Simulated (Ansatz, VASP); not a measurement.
## CdSe: VASP beside Ansatz

```
Cd Se
1.0
     0.00000    2.84295    2.84295
     2.84295    0.00000    2.84295
     2.84295    2.84295    0.00000
Cd Se
1 1
Direct
  0.00000 0.00000 0.00000
  0.50000 0.50000 0.50000
```

Alike in both runs: task single point; functional PBEsol; k mesh 6 × 6 × 6; occupations fermi-dirac, width 0.02 eV; no spin polarisation.

|  | VASP | Ansatz |
| --- | --- | --- |
| version | VASP 6.6.1 | Ansatz 0.2.0 |
| potentials or method | VASP PAW PBE potentials, release 64 (Cd, Se) | plane waves |
| plane-wave cutoff (eV) | 500 | 420 |
| valence electrons in the cell | 18 | 36 |

|  | VASP | Ansatz | Ansatz less VASP |
| --- | --- | --- | --- |
| pressure (GPa) | -1.6 | -2.0 | -0.41 |

VASP's potentials were made for PBE, not for PBEsol. With one functional, cell and mesh, what is left measures potentials, basis and numerics. VASP's potentials hold 18 valence electrons a cell and Ansatz's 36, so a difference there can come from the potentials and not from the codes.
